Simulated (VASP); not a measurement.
# SiNi (rocksalt type) (Fm-3m) in VASP: further runs

The runs below take SiNi (rocksalt type) through single point, with PBEsol.

All numbers are computed with VASP 6.6.1; they aren't measurements. Logs are shortened: lines on timing, memory, paths and dates and some standing lists are left out, and cuts for length are marked.

## Step 1: The cell of the first run

It takes space group Fm-3m (No. 225, cubic). Conventional cell: a = 4.684 Å, b = 4.684 Å, c = 4.684 Å, α = 90.00°, β = 90.00°, γ = 90.00°. Within 3.1 Å of Ni (site symmetry m-3m) lie 6 Si at 2.34 Å. Si (site symmetry m-3m) has 6 Ni at 2.34 Å within 3.1 Å.

## Step 2: Single point, PBEsol

Input file POSCAR:

```
SiNi
1.0
    0.0000000000      2.3418742327      2.3418742327
    2.3418742327      0.0000000000      2.3418742327
    2.3418742327      2.3418742327      0.0000000000
Ni Si
1 1
Direct
    0.0000000000      0.0000000000      0.0000000000
    0.5000000000      0.5000000000      0.5000000000
```

Input file INCAR.step1:

```
SYSTEM = SiNi
  PREC = Accurate
  ENCUT = 520
  EDIFF = 1E-6
  ISMEAR = -1
  SIGMA = 0.08
  LREAL = .False.
  LASPH = .True.
  NELM = 100
  ALGO = Normal
  ISIF = 2
  LWAVE = .False.
  LCHARG = .True.
  LMAXMIX = 4
  GGA = PS
  NBANDS = 14
```

Input file KPOINTS.step1:

```
regular mesh
0
Gamma
  14 14 14
  0 0 0
```

Input file INCAR.step2:

```
SYSTEM = SiNi
  PREC = Accurate
  ENCUT = 520
  EDIFF = 1E-6
  ISMEAR = -5
  SIGMA = 0.08
  LREAL = .False.
  LASPH = .True.
  NELM = 100
  ALGO = Normal
  ISIF = 2
  LWAVE = .False.
  LCHARG = .False.
  LMAXMIX = 4
  GGA = PS
  LORBIT = 11
  NEDOS = 2001
  ICHARG = 11
```

Input file KPOINTS.step2:

```
regular mesh
0
Gamma
  21 21 21
  0 0 0
```

Potentials or basis: VASP PAW PBE potentials, release 64 (Ni, Si).

Run with:

```console
$ cat potpaw_PBE.64/Ni/POTCAR potpaw_PBE.64/Si/POTCAR > POTCAR
$ cp INCAR.step1 INCAR
$ cp KPOINTS.step1 KPOINTS
$ mpirun -np 1 vasp_std > vasp.out
$ cp INCAR.step2 INCAR
$ cp KPOINTS.step2 KPOINTS
$ mpirun -np 1 vasp_std > vasp.out
```

OUTCAR:

```text
SYSTEM = SiNi
   PREC = Accurate
   ENCUT = 520
   EDIFF = 1E-6
   ISMEAR = -5
   LREAL = .False.
   LASPH = .True.
   NELM = 100
   ISIF = 2
   GGA = PS
   LORBIT = 11
   ICHARG = 11

 ion  position               nearest neighbor table
   1  0.000  0.000  0.000-   2 2.34   2 2.34   2 2.34   2 2.34   2 2.34   2 2.34
   2  0.500  0.500  0.500-   1 2.34   1 2.34   1 2.34   1 2.34   1 2.34   1 2.34

  LATTYP: Found a face centered cubic cell.
 ALAT       =     4.6837484654

  Lattice vectors:

 A1 = (   0.0000000000,   2.3418742327,   2.3418742327)
 A2 = (   2.3418742327,   0.0000000000,   2.3418742327)
 A3 = (   2.3418742327,   2.3418742327,   0.0000000000)

Analysis of symmetry for initial positions (statically):
=====================================================================
 Subroutine PRICEL returns:
 Original cell was already a primitive cell.

 Routine SETGRP: Setting up the symmetry group for a
 face centered cubic supercell.

 Subroutine GETGRP returns: Found 48 space group operations
 (whereof 48 operations were pure point group operations)
 out of a pool of 48 trial point group operations.

The static configuration has the point symmetry O_h .

Analysis of symmetry for dynamics (positions and initial velocities):
=====================================================================
 Subroutine PRICEL returns:
 Original cell was already a primitive cell.

 Routine SETGRP: Setting up the symmetry group for a
 face centered cubic supercell.

 Subroutine GETGRP returns: Found 48 space group operations
 (whereof 48 operations were pure point group operations)
 out of a pool of 48 trial point group operations.

The dynamic configuration has the point symmetry O_h .

 Subroutine INISYM returns: Found 48 space group operations
 (whereof 48 operations are pure point group operations),
 and found     1 'primitive' translations

----------------------------------------------------------------------------------------

                                     Primitive cell

  volume of cell :      25.6874

  direct lattice vectors                    reciprocal lattice vectors
     0.000000000  2.341874233  2.341874233    -0.213504207  0.213504207  0.213504207
     2.341874233  0.000000000  2.341874233     0.213504207 -0.213504207  0.213504207
     2.341874233  2.341874233  0.000000000     0.213504207  0.213504207 -0.213504207

  length of vectors
     3.311910301  3.311910301  3.311910301     0.369800133  0.369800133  0.369800133

  position of ions in fractional coordinates (direct lattice)
     0.000000000  0.000000000  0.000000000
     0.500000000  0.500000000  0.500000000

  ion indices of the primitive-cell ions
   primitive index   ion index
                 1           1
                 2           2

----------------------------------------------------------------------------------------

 KPOINTS: regular mesh

Automatic generation of k-mesh.
 Grid dimensions read from file:
 generate k-points for:   21   21   21

 Generating k-lattice:

  Cartesian coordinates                     Fractional coordinates (reciprocal lattice)
    -0.010166867  0.010166867  0.010166867     0.047619048  0.000000000  0.000000000
     0.010166867 -0.010166867  0.010166867     0.000000000  0.047619048  0.000000000
     0.010166867  0.010166867 -0.010166867     0.000000000  0.000000000  0.047619048

  Length of vectors
     0.017609530  0.017609530  0.017609530

  Shift w.r.t. Gamma in fractional coordinates (k-lattice)
     0.000000000  0.000000000  0.000000000

 TETIRR: Found   1276 inequivalent tetrahedra from    55566

 Subroutine IBZKPT returns following result:
 ===========================================

 Found    286 irreducible k-points:

 Following reciprocal coordinates:
            Coordinates               Weight
  0.000000  0.000000  0.000000      1.000000
  0.047619  0.000000  0.000000      8.000000
  0.095238  0.000000  0.000000      8.000000
  0.142857  0.000000  0.000000      8.000000
  0.190476  0.000000  0.000000      8.000000
  0.238095  0.000000  0.000000      8.000000
[... 16 lines left out ...]
 -0.428571  0.047619  0.000000     24.000000
 -0.380952  0.047619  0.000000     24.000000
 [... further k-points ...]
   k-points           NKPTS =    286   k-points in BZ     NKDIM =    286   number of bands    NBANDS=     11
   number of dos      NEDOS =   2001   number of ions     NIONS =      2
   total plane-waves  NPLWV =  21952
   dimension x,y,z NGX =    28 NGY =   28 NGZ =   28
   dimension x,y,z NGXF=    56 NGYF=   56 NGZF=   56
   ions per type =               1   1
   NGX,Y,Z   is equivalent  to a cutoff of  14.05, 14.05, 14.05 a.u.
   NGXF,Y,Z  is equivalent  to a cutoff of  28.11, 28.11, 28.11 a.u.
 SYSTEM =  SiNi
   PREC   = accura    normal or accurate (medium, high low for compatibility)
   ISTART =      0    job   : 0-new  1-cont  2-samecut
   ICHARG =     11    charge: 1-file 2-atom 10-const
   ISPIN  =      1    spin polarized calculation?
   LNONCOLLINEAR =      F non collinear calculations
   LSORBIT =      F    spin-orbit coupling
   LASPH  =      T    aspherical Exc in radial PAW
   ENCUT  =  520.0 eV  38.22 Ry    6.18 a.u.   6.16  6.16  6.16*2*pi/ulx,y,z
   NELM   =    100;   NELMIN=  2; NELMDL=  0     # of ELM steps
   EDIFF  = 0.1E-05   stopping-criterion for ELM
   LREAL  =      F    real-space projection
   EDIFFG = 0.1E-04   stopping-criterion for IOM
   NSW    =      0    number of steps for IOM
   IBRION =     -1    ionic relax: 0-MD 1-quasi-New 2-CG
   NFREE  =      0    steps in history (QN), initial steepest desc. (CG)
   ISIF   =      2    stress and relaxation
   ISYM   =      2    0-nonsym 1-usesym 2-fastsym
   POTIM  = 0.5000    time-step for ionic-motion
   TEBEG  =    0.0;   TEEND  =   0.0 temperature during run
   PSTRESS=    0.0 pullay stress
   NELECT =      14.0000    total number of electrons
   NUPDOWN=      -1.0000    fix difference up-down
   EMIN   =  10.00;   EMAX   =-10.00  energy-range for DOS
   EFERMI =   0.00;   METHOD = LEGACY
   ISMEAR =    -5;   SIGMA  =   0.08  broadening in eV -4-tet -1-fermi 0-gaus
   EFERMI_NEDOS =   21; number of points for ismear=-14 and -15
   IALGO  =     38    algorithm
   IMIX   =      4    mixing-type and parameters
     AMIX     =   0.40;   BMIX     =  1.00
     AMIX_MAG =   1.60;   BMIX_MAG =  1.00
  volume/ion in A,a.u.               =      12.84        86.67
  Fermi-wavevector in a.u.,A,eV,Ry     =   1.337244  2.527024 24.330225  1.788221
  Thomas-Fermi vector in A             =   2.465808
   LORBIT       =     11    0 simple, 1 ext, 2 COOP (PROOUT), +10 PAW based schemes
   GGA     = PS    functional components
   LHFCALC =     F    Hartree Fock is set to
   AEXX    =    0.0000 exact exchange contribution
   IVDW    =     0    specifies the selected vdW correction
   LEPSILON=     F    determine dielectric tensor
   LRPA    =     F    only Hartree local field effects (RPA)
 non-spin polarized calculation
 Fermi weights with tetrahedron method with Bloechl corrections
  energy-cutoff  :      520.00
  volume of cell :       25.69
 maximum number of plane-waves:       702
 NGX is ok and might be reduce to    28

 number of electron      14.0000007 magnetization

 Free energy of the ion-electron system (eV)
  ---------------------------------------------------
  ext. energy  EPLUGINS =         0.00000000
  ---------------------------------------------------
  free energy    TOTEN  =       -11.96046137 eV

  energy without entropy =      -11.96046137  energy(sigma->0) =      -11.96046137

 E-fermi :   9.3857     XC(G=0): -12.0325

 val. band max:        9.3970280215   @ k =  -0.2381   0.1905   0.0000
 cond. band min:       9.3540733472   @ k =  -0.3810   0.4286   0.1429
 fundamental gap:     -0.0429546742
 Fermi energy:         9.3856704853

 k-point     1 :       0.0000    0.0000    0.0000
  band No.  band energies     occupation
      1      -2.9009      2.00000
      2       6.7740      2.00000
      3       6.7740      2.00000
      4       6.7740      2.00000
      5       6.7785      2.00000
      6       6.7785      2.00000
      7      13.5641      0.00000
      8      13.5641      0.00000
      9      13.5641      0.00000
     10      19.5898      0.00000
     11      19.5898      0.00000

 k-point     2 :       0.0476    0.0000    0.0000
  band No.  band energies     occupation
      1      -2.8553      2.00000
      2       6.7495      2.00000
      3       6.7550      2.00000
      4       6.7550      2.00000
      5       6.7902      2.00000
      6       6.7902      2.00000
      7      13.3156      0.00000
      8      13.5845      0.00000
      9      13.5845      0.00000
     10      19.3110      0.00000
     11      19.6330      0.00000

 k-point     3 :       0.0952    0.0000    0.0000
  band No.  band energies     occupation
      1      -2.7187      2.00000
      2       6.6733      2.00000
      3       6.6905      2.00000
      4       6.6905      2.00000
      5       6.8351      2.00000
      6       6.8351      2.00000
      7      12.6618      0.00000
      8      13.6437      0.00000
      9      13.6437      0.00000
     10      18.8151      0.00000
     11      19.7327      0.00000

 k-point     4 :       0.1429    0.0000    0.0000
  band No.  band energies     occupation
      1      -2.4921      2.00000
      2       6.5356      2.00000
      3       6.5924      2.00000
      4       6.5924      2.00000
      5       6.9070      2.00000
      6       6.9070      2.00000
      7      11.7872      0.00000
      8      13.7369      0.00000
      9      13.7369      0.00000
     10      18.3322      0.00000
     11      19.7479      0.00000

 k-point     5 :       0.1905    0.0000    0.0000
  band No.  band energies     occupation
      1      -2.1770      2.00000
      2       6.3163      2.00000
      3       6.4723      2.00000
      4       6.4723      2.00000
      5       7.0012      2.00000
      6       7.0012      2.00000
      7      10.8560      0.00000
      8      13.8591      0.00000
      9      13.8591      0.00000
     10      17.8761      0.00000
     11      19.4049      0.00000
[... 211 lines left out ...]
 k-point    21 :       0.4762    0.0476    0.0000
  band No.  band energies     occupation
      1       0.9971      2.00000
      2       2.8822      2.00000
      3       5.8958      2.00000
      4       5.9412      2.00000
      5       7.5352      2.00000
      6       7.5549      2.00000
      7       8.1955      2.00000
      8      14.3679      0.00000
      9      14.6582      0.00000
     10      15.7407      0.00000
     11      16.6872      0.00000

 k-point    22 :      -0.4762    0.0476    0.0000
  band No.  band energies     occupation
      1       1.2655      2.00000
      2       2.5899      2.00000
      3       5.8933      2.00000
      4       5.9208      2.00000
      5       7.5551      2.00000
      6       7.5619      2.00000
      7       8.1678      2.00000
      8      14.3350      0.00000
      9      14.7329      0.00000
     10      15.8887      0.00000
     11      16.2881      0.00000

 k-point    23 :      -0.4286    0.0476    0.0000
  band No.  band energies     occupation
      1       0.7972      2.00000
      2       3.1050      2.00000
      3       5.9236      2.00000
      4       5.9335      2.00000
      5       7.5160      2.00000
      6       7.5487      2.00000
      7       8.2249      2.00000
      8      14.0247      0.00000
      9      15.1066      0.00000
     10      16.0242      0.00000
     11      16.1166      0.00000

 k-point    24 :      -0.3810    0.0476    0.0000
  band No.  band energies     occupation
      1       0.1412      2.00000
      2       3.8649      2.00000
      3       5.9784      2.00000
      4       5.9852      2.00000
      5       7.4431      2.00000
      6       7.4970      2.00000
      7       8.3789      2.00000
      8      13.7637      0.00000
      9      15.2525      0.00000
     10      16.1162      0.00000
     11      16.3904      0.00000

 [... further k-points ...]

------------------------ aborting loop because EDIFF is reached ----------------------------------------

  FORCE on cell =-STRESS in cart. coord.  units (eV):
  Direction    XX          YY          ZZ          XY          YZ          ZX
  --------------------------------------------------------------------------------------
  -------------------------------------------------------------------------------------
  Total        0.0544417      0.0544417      0.0544417      0.0000000     -0.0000000      0.0000000
  in kB        3.3956395      3.3956395      3.3956395      0.0000000     -0.0000000      0.0000000
  external PRESSURE =       3.3956395 kB  Pullay stress =       0.0000000 kB

 VOLUME and BASIS-vectors are now :
 -----------------------------------------------------------------------------
  energy-cutoff  :      520.00
  volume of cell :       25.69
      direct lattice vectors                 reciprocal lattice vectors
     0.000000000  2.341874233  2.341874233    -0.213504207  0.213504207  0.213504207
     2.341874233  0.000000000  2.341874233     0.213504207 -0.213504207  0.213504207
     2.341874233  2.341874233  0.000000000     0.213504207  0.213504207 -0.213504207

 POSITION                                       TOTAL-FORCE (eV/Angst)
 -----------------------------------------------------------------------------------
      0.00000      0.00000      0.00000         0.000000     -0.000000     -0.000000
      2.34187      2.34187      2.34187        -0.000000      0.000000      0.000000
 -----------------------------------------------------------------------------------
    total drift:                               -0.000000      0.000000      0.000000

  FREE ENERGIE OF THE ION-ELECTRON SYSTEM (eV)
  ---------------------------------------------------
  free  energy   TOTEN  =       -11.9604613695 eV

  energy  without entropy=      -11.9604613695  energy(sigma->0) =      -11.96046137

 total charge

# of ion       s       p       d       tot
------------------------------------------
    1        0.578   0.482   8.489   9.549
    2        0.794   0.811   0.000   1.605
--------------------------------------------------
tot          1.372   1.293   8.489  11.154
```

Wall time 2.5 min (1 thread of Intel Xeon 8259CL, shared host); peak memory 0.22 GiB.

What came out:

```
Valence electrons inside the program's atomic spheres : Ni 9.55; Si 1.60
```

Caveat: the PAW data sets were made with another functional, which shifts forces and pressure a little; tetrahedron occupations give inexact forces and stress in metals.

## Step 3: Single point, PBEsol (12.84 Å³/atom)

POSCAR is that of step 2.

Input file INCAR.step1:

```
  ALGO = Normal
  EDIFF = 1E-6
  ENCUT = 520
  GGA = PS
  ISIF = 2
  ISMEAR = -1
  LASPH = T
  LCHARG = T
  LMAXMIX = 4
  LREAL = F
  LWAVE = F
  NBANDS = 14
  NELM = 100
  PREC = Accurate
  SIGMA = 0.08
```

Input file KPOINTS.step1:

```
k-points
0
Gamma
  14 14 14
```

Input file INCAR.step2:

```
  ALGO = Normal
  EDIFF = 1E-6
  ENCUT = 520
  GGA = PS
  ICHARG = 11
  ISIF = 2
  ISMEAR = -5
  LASPH = T
  LCHARG = F
  LMAXMIX = 4
  LORBIT = 11
  LREAL = F
  LWAVE = F
  NBANDS = 14
  NEDOS = 2001
  NELM = 100
  PREC = Accurate
  SIGMA = 0.08
```

Input file KPOINTS.step2:

```
k-points
0
Gamma
  21 21 21
```

Potentials or basis: VASP PAW PBE potentials, release 64 (Ni, Si).

Run with:

```console
$ cat potpaw_PBE.64/Ni/POTCAR potpaw_PBE.64/Si/POTCAR > POTCAR
$ cp INCAR.step1 INCAR
$ cp KPOINTS.step1 KPOINTS
$ mpirun -np 1 vasp_std > vasp.out
$ cp INCAR.step2 INCAR
$ cp KPOINTS.step2 KPOINTS
$ mpirun -np 1 vasp_std > vasp.out
```

Wall time 3.2 min (1 thread of Intel Xeon 8259CL, shared host); peak memory 0.23 GiB.

It converged, with:

| Property | Result |
| --- | --- |
| Valence electrons inside the program's atomic spheres | Ni 9.55; Si 1.60 |

Levels at points of the mesh, in eV from the Fermi level:
```tsv
k point	band 4	band 5	band 6	band 7	band 8	band 9	band 10	band 11
(0.00, 0.00, 0.00)	-2.61	-2.61	-2.61	4.18	4.18	4.18	10.20	10.20
```

Caveat: the PAW data sets were made with another functional, which shifts forces and pressure a little; tetrahedron occupations give inexact forces and stress in metals.
